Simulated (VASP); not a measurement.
A run of VASP 6.6.1 is set up as follows.

INCAR

```
SYSTEM = Ge4P3
  PREC = Accurate
  ENCUT = 600
  EDIFF = 1E-6
  ISMEAR = 0
  SIGMA = 0.1
  LREAL = .FALSE.
  LASPH = .TRUE.
  NELM = 80
  ALGO = Normal
  ISIF = 3
  LWAVE = .FALSE.
  LCHARG = .FALSE.
  GGA = PE
  IBRION = 2
  NSW = 90
  EDIFFG = -0.04
```

KPOINTS

```
regular mesh
0
G
  4 4 4
  0 0 0
```

File POSCAR:

```
Ge4P3
1.0
    4.5148000000      0.0000000000      0.0000000000
    0.0000000000      4.5148000000      0.0000000000
    0.0000000000      0.0000000000      4.5148000000
Ge P
4 3
Direct
    0.5000000000      0.5000000000      0.0000000000
    0.0000000000      0.5000000000      0.5000000000
    0.5000000000      0.0000000000      0.5000000000
    0.5000000000      0.5000000000      0.5000000000
    0.5000000000      0.0000000000      0.0000000000
    0.0000000000      0.5000000000      0.0000000000
    0.0000000000      0.0000000000      0.5000000000
```

Potentials or basis: VASP PAW PBE potentials, release 64 (Ge_d, P).

The run is started by

```bash
$ cat potpaw_PBE.64/Ge_d/POTCAR potpaw_PBE.64/P/POTCAR > POTCAR
$ mpirun -np 1 vasp_std > vasp.out
```

Question: Estimate the relaxed volume.

Answer: 19.52 Å³/atom.

Question: Estimate the band gap on the k mesh.

Answer: Zero (an odd number of electrons rules out a gap without spin polarisation).

Step by step:
```csv
step,energy change (eV),largest force (eV/Å),pressure (GPa),volume (Å³)
1,0.0000,0.0000,71.75,92.03
2,-4.0888,0.0000,-11.32,194.83
3,-7.0492,0.0000,-0.56,137.70
4,-7.0510,0.0000,0.01,136.66
```

Caveat: the volume moved by over 15 % at a fixed basis, so the end points are rough.
